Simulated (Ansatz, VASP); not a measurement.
One calculation of Ag, two programs

Contents of INCAR:

```
SYSTEM = Ag
PREC = Accurate ; ENCUT = 400
EDIFF = 1E-8 ; ISMEAR = -1
SIGMA = 0.03 ; LREAL = .FALSE.
LASPH = .TRUE. ; NELM = 120
ALGO = Normal ; ISIF = 2
LWAVE = .FALSE. ; LCHARG = .FALSE.
GGA = PS ; LEFG = .TRUE.
NBANDS = 12 ; GGA_COMPAT = .FALSE.
```

The input KPOINTS:

```
Automatic mesh
0
G
  15 15 15
  0 0 0
```

POSCAR

```
Ag
1.0
    0.0000000000      2.0431000000      2.0839620000
    2.0431000000      0.0000000000      2.0839620000
    2.0431000000      2.0431000000      0.0000000000
Ag
1
Direct
    0.0000000000      0.0000000000      0.0000000000
```

Input for Ansatz:

```yaml
crystal:
  lattice:
    - [0.0, 2.0431, 2.083962]
    - [2.0431, 0.0, 2.083962]
    - [2.0431, 2.0431, 0.0]
  atoms:
    - { symbol: Ag, position: [0.0, 0.0, 0.0] }
kpoints:
  mp_grid: { grid: [15, 15, 15] }
scf:
  occupations: { method: fermi_dirac, width: 0.03 }
hamiltonian:
  xc: pbesol
  pseudopotentials: { kind: all_electron, datasets: crystal }
output:
  forces: true
  stress: true
  eigenvalues: true
  efg: { contact_densities: true }
```

Change from the starting cell: zz strain of +2 %, crystal datasets.

Alike in both runs: task electric field gradients; functional PBEsol; k mesh 15 × 15 × 15; occupations fermi-dirac, width 0.03 eV; no spin polarisation.

|  | VASP | Ansatz |
| --- | --- | --- |
| version | VASP 6.6.1 | Ansatz 0.2.0 |
| potentials or method | VASP PAW PBE potentials, release 64 (Ag), cutoff 400 eV | all-electron PAW with datasets made for the crystal, scalar-relativistic |

Ansatz gave:

* pressure (GPa): -4.7
* traceless stress, the component that is largest in VASP (GPa): -0.11
* size of Vzz on the site where it differs most (V/Å²): 1.9

Question: What did VASP give for the same quantities?

Answer: Pressure (GPa): -5.1; traceless stress, the component that is largest in VASP (GPa): -0.08; size of Vzz on the site where it differs most (V/Å²): 1.2.

VASP's potentials were made for PBE, not for PBEsol. Ansatz ran all-electron here, and VASP with PAW potentials.
